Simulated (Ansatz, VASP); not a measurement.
NaH: VASP beside Ansatz

File POSCAR:

```
NaH
1.0
    2.9323912064      0.0000000000      0.0000000000
    0.0000000000      2.9323912064      0.0000000000
    0.0000000000      0.0000000000      2.9323912064
Na H
1 1
Direct
    0.0000000000      0.0000000000      0.0000000000
    0.5000000000      0.5000000000      0.5000000000
```

The input INCAR.step1:

```
SYSTEM = NaH
PREC = Accurate
ENCUT = 520
EDIFF = 1E-5
ISMEAR = 0
SIGMA = 0.01
LREAL = .FALSE.
LASPH = .TRUE.
NELM = 60
ALGO = Normal
ISIF = 2
LWAVE = .TRUE.
GGA = PE
NBANDS = 11
```

INCAR.step2

```
SYSTEM = NaH
PREC = Accurate
ENCUT = 520
EDIFF = 1E-6
ISMEAR = 0
SIGMA = 0.01
LREAL = .FALSE.
LASPH = .TRUE.
NELM = 60
ALGO = Normal
ISIF = 2
LWAVE = .FALSE.
LCHARG = .TRUE.
GGA = PE
LHFCALC = .TRUE.
AEXX = 1.0
HFSCREEN = 0.2078
PRECFOCK = Normal
LELF = .TRUE.
LVHAR = .TRUE.
ISTART = 1
NBANDS = 11
ALDAC = 1.0
AGGAC = 1.0
```

The input KPOINTS:

```
Automatic mesh
0
G
  4 4 4
  0 0 0
```

Input for Ansatz:

```yaml
crystal:
  lattice:
    - [2.9323912064, 0.0, 0.0]
    - [0.0, 2.9323912064, 0.0]
    - [0.0, 0.0, 2.9323912064]
  atoms:
    - { symbol: Na, position: [0.0, 0.0, 0.0] }
    - { symbol: H, position: [0.5, 0.5, 0.5] }
kpoints:
  mp_grid: { grid: [4, 4, 4] }
hamiltonian:
  xc:
    exchange: pbe
    correlation: pbe
    exx: { coeff: 1.0, omega: 0.2078 }
scf:
  occupations: { method: fixed }
  n_extra_bands: 4
output:
  forces: true
  stress: true
  eigenvalues: true
```

Alike in both runs: task single point; functional PBE-based screened hybrid; k mesh 4 × 4 × 4; no spin polarisation.

|  | VASP | Ansatz |
| --- | --- | --- |
| version | VASP 6.6.1 | Ansatz 0.2.0 |
| potentials or method | VASP PAW PBE potentials, release 64 (Na_pv, H) | plane waves |
| plane-wave cutoff (eV) | 520 | 420 |
| occupations | gaussian, width 0.01 eV | fixed |
| valence electrons in the cell | 8 | 10 |

```tsv
	VASP	Ansatz	Ansatz less VASP
gap on the k mesh at the Fermi level (eV)	4.80	4.80	+0.001
pressure (GPa)	-1.0	-1.0	-0.02
```

VASP's potentials were made for PBE, not for PBE-based screened hybrid. VASP's potentials hold 8 valence electrons a cell and Ansatz's 10, so a difference there can come from the potentials and not from the codes. Ansatz's warnings: stress exchange threshold loose, stress scf threshold loose.

The k mesh is coarse, so the values compare programs but aren't converged.
